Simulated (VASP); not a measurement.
B3C2:

```xyz
5
Lattice="3.1117 0.0000 0.0000 0.0000 3.1117 0.0000 0.0000 0.0000 4.5831" Properties=species:S:1:pos:R:3 pbc="T T T"
B     1.5558    0.0000    4.5532
B     0.0000    1.5558    4.5532
B     0.0000    0.0000    1.2472
C     0.0000    0.0000    3.3050
C     1.5558    1.5558    1.3282
```

The cell was generated, and may not be a known phase.

- Program: VASP 6.6.1
- Task: relaxation of cell and atoms
- Functional: PBE
- Potentials or basis: VASP PAW PBE potentials, release 64 (B, C)
- Cutoff: 600 eV
- k mesh: 6 × 6 × 4
- Occupations: gaussian, width 0.1 eV
- Spin: no spin polarisation

At the start: pressure -40.5 GPa; volume 8.88 Å³/atom.

Question: How do energy, volume and symmetry change on relaxing?

Answer: Over 23 steps the energy falls by 1053.0 meV/atom and the volume is 6.76 Å³/atom (-23.8 %); space group P4mm (No. 99, to 0.1 Å) before and after.

Step by step:
```tsv
step	energy change (eV)	largest force (eV/Å)	pressure (GPa)	volume (Å³)
1	0.0000	3.5267	-40.54	44.38
2	-3.6323	7.1752	7.23	31.43
3	-3.6562	7.1786	20.42	30.20
4	-2.0637	17.8742	98.34	27.04
5	-4.3502	1.2722	39.46	28.80
6	-5.0408	1.9881	-2.69	32.84
7	-5.0415	2.0375	-4.01	33.00
8	-5.1563	1.6875	-3.69	33.29
9	-5.1591	1.4952	-4.02	33.25
10	-5.2409	0.7607	3.68	32.86
11	-5.2414	0.7424	4.35	32.83
12	-5.2507	1.0016	0.50	33.38
13	-5.2580	0.2963	1.91	33.16
14	-5.2614	0.1605	-0.35	33.48
15	-5.2614	0.1616	-0.36	33.48
16	-5.2625	0.1101	0.00	33.50
17	-5.2633	0.1782	0.68	33.53
18	-5.2641	0.0933	0.62	33.58
19	-5.2647	0.0622	0.53	33.66
20	-5.2648	0.1019	0.52	33.68
21	-5.2651	0.0682	0.16	33.76
22	-5.2652	0.0439	-0.08	33.82
23	-5.2652	0.0240	-0.02	33.82
```

Final structure:
```cif
data_structure
_symmetry_space_group_name_H-M 'P 1'
_symmetry_Int_Tables_number 1
_cell_length_a 2.7854
_cell_length_b 2.7854
_cell_length_c 4.3591
_cell_angle_alpha 90.000
_cell_angle_beta 90.000
_cell_angle_gamma 90.000
_cell_volume 33.82
loop_
_atom_site_label
_atom_site_type_symbol
_atom_site_fract_x
_atom_site_fract_y
_atom_site_fract_z
_atom_site_occupancy
B1 B 0.50000 0.00000 0.96164 1
B2 B 0.00000 0.50000 0.96164 1
B3 B 0.00000 0.00000 0.40282 1
C1 C 0.00000 0.00000 0.75376 1
C2 C 0.50000 0.50000 0.19013 1
```

Caveat: the volume moved by over 15 % at a fixed basis, so the end points are rough; an odd number of electrons without spin polarisation forces a metal; a magnetic or distorted state may lie lower.
